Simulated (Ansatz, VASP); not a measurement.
Zr2N: VASP beside Ansatz

```
Zr N
1.0
     5.62677    0.00000    0.00000
     0.00000    5.62677    0.00000
     0.00000    0.00000    3.20101
Zr N
4 2
Direct
  0.31650 0.31650 0.00000
  0.68350 0.68350 0.00000
  0.81650 0.18350 0.50000
  0.18350 0.81650 0.50000
  0.00000 0.00000 0.00000
  0.50000 0.50000 0.50000
```

Alike in both runs: functional r2SCAN; k mesh 1 × 1 × 2; occupations gaussian, width 0.1 eV; no spin polarisation.

Ansatz relaxed the structure, and its values are those at the end. VASP's run is a single point on that final structure, the one shown.

|  | VASP | Ansatz |
| --- | --- | --- |
| version | VASP 6.6.1 | Ansatz 0.2.0 |
| potentials or method | VASP PAW PBE potentials, release 64 (Zr_sv, N), cutoff 520 eV | scalar-relativistic, plane waves, PAW |
| valence electrons in the cell | 58 | 58 |

```csv
,VASP,Ansatz,Ansatz less VASP
gap on the k mesh at the Fermi level (eV),none,none,-
pressure (GPa),0.2,0.0,-0.15
rms of the force components (eV/Å),0.015,0.000,-0.0150
```

VASP's potentials were made for PBE, not for r2SCAN. A gap of «none» marks a metal or a gap that the smearing closes.

The k mesh is coarse, so the values compare programs but aren't converged.
